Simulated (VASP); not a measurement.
The system is In.

```
In
1.0
     3.33139    0.00000    0.00000
    -1.66570    2.88507    0.00000
     0.00000    0.00000    5.44017
In
2
Direct
  0.33333 0.66667 0.25000
  0.66667 0.33333 0.75000
```

This isn't the form of In at room conditions, which is tetragonal.

- Program: VASP 6.6.1
- Task: relaxation of cell and atoms
- Functional: BLYP
- Potentials or basis: VASP PAW PBE potentials, release 64 (In_d)
- Cutoff: 600 eV
- k mesh: 11 × 11 × 6
- Occupations: fermi-dirac, width 0.1 eV
- Spin: no spin polarisation

At the start: pressure 6.5 GPa; volume 26.14 Å³/atom.

**Question.** Where does the relaxation end?

**Answer.** Over 6 steps the energy falls by 87.8 meV/atom and the volume is 31.31 Å³/atom (+19.8 %); space group P6_3/mmc (No. 194, to 0.1 Å) before and after.

Step by step:
| step | energy change (eV) | largest force (eV/Å) | pressure (GPa) | volume (Å³) |
| --- | --- | --- | --- | --- |
| 1 | 0.0000 | 0.0000 | 6.47 | 52.29 |
| 2 | -0.1703 | 0.0000 | 0.75 | 60.69 |
| 3 | -0.1750 | 0.0000 | -0.07 | 62.84 |
| 4 | -0.1750 | 0.0000 | 0.03 | 62.61 |
| 5 | -0.1752 | 0.0000 | 0.01 | 62.62 |
| 6 | -0.1755 | 0.0000 | 0.03 | 62.62 |

Final structure:
```xyz
2
Lattice="3.5555 0.0000 0.0000 -1.7778 3.0792 0.0000 0.0000 0.0000 5.7201" Properties=species:S:1:pos:R:3 pbc="T T T"
In    0.0000    2.0528    1.4300
In    1.7778    1.0264    4.2901
```

Caveat: the volume moved by over 15 % at a fixed basis, so the end points are rough; the PAW data sets were made with another functional, which shifts forces and pressure a little.
